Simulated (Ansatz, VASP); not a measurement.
## Two plane-wave programs on Be7Hg

Contents of INCAR:

```
PREC = Accurate
ENCUT = 600
EDIFF = 1E-6
ISMEAR = 0
SIGMA = 0.1
LREAL = F
LASPH = T
NELM = 80
ALGO = Normal
ISIF = 3
LWAVE = F
LCHARG = F
GGA = PE
IBRION = 2
NSW = 100
EDIFFG = -0.01
```

KPOINTS

```
Automatic mesh
0
Gamma
  8 8 8
```

Contents of POSCAR:

```
Be7Hg
1.0
    4.6520391501      0.0000000000      0.0000000000
    0.0000000000      4.6520391501      0.0000000000
    0.0000000000      0.0000000000      4.6520391501
Be Hg
7 1
Direct
    0.5000000000      0.0000000000      0.0000000000
    0.0000000000      0.5000000000      0.0000000000
    0.0000000000      0.0000000000      0.5000000000
    0.0000000000      0.5000000000      0.5000000000
    0.5000000000      0.0000000000      0.5000000000
    0.5000000000      0.5000000000      0.0000000000
    0.5000000000      0.5000000000      0.5000000000
    0.0000000000      0.0000000000      0.0000000000
```

Input for Ansatz:

```yaml
crystal:
  lattice:
    - [4.6520391501, 0.0, 0.0]
    - [0.0, 4.6520391501, 0.0]
    - [0.0, 0.0, 4.6520391501]
  atoms:
    - { symbol: Be, position: [0.5, 0.0, 0.0] }
    - { symbol: Be, position: [0.0, 0.5, 0.0] }
    - { symbol: Be, position: [0.0, 0.0, 0.5] }
    - { symbol: Be, position: [0.0, 0.5, 0.5] }
    - { symbol: Be, position: [0.5, 0.0, 0.5] }
    - { symbol: Be, position: [0.5, 0.5, 0.0] }
    - { symbol: Be, position: [0.5, 0.5, 0.5] }
    - { symbol: Hg, position: [0.0, 0.0, 0.0] }
basis:
  ecutwfc: 420
kpoints:
  mp_grid: { grid: [8, 8, 8] }
hamiltonian:
  xc: pbe
scf:
  occupations: { method: gaussian, width: 0.1 }
output:
  forces: true
  stress: true
  eigenvalues: true
relax:
  adjacent_minimum: "off"
  f_tol: 0.01
  max_steps: 80
  cell: { stress_tol: 0.05 }
```

Alike in both runs: task relaxation of cell and atoms; functional PBE; k mesh 8 × 8 × 8; occupations gaussian, width 0.1 eV; no spin polarisation.

```csv
,VASP,Ansatz
version,VASP 6.6.1,Ansatz 0.2.0
potentials or method,"VASP PAW PBE potentials, release 64 (Be, Hg), cutoff 600 eV","scalar-relativistic, plane waves, PAW"
valence electrons in the cell,26,34
```

Ansatz gave:

| Item | Value |
| --- | --- |
| gap on the k mesh at the Fermi level, each at its own relaxed structure (eV) | none |
| relaxed volume (Å³/atom) | 12.64 |
| relaxed cell length with the largest relative difference (Å) | 4.659 |

What did VASP give for the same quantities?

gap on the k mesh at the Fermi level, each at its own relaxed structure (eV): none; relaxed volume (Å³/atom): 12.66; relaxed cell length with the largest relative difference (Å): 4.662.

A gap of «none» marks a metal or a gap that the smearing closes. VASP's potentials hold 26 valence electrons a cell and Ansatz's 34, so a difference there can come from the potentials and not from the codes.

Spin-orbit coupling is off throughout.
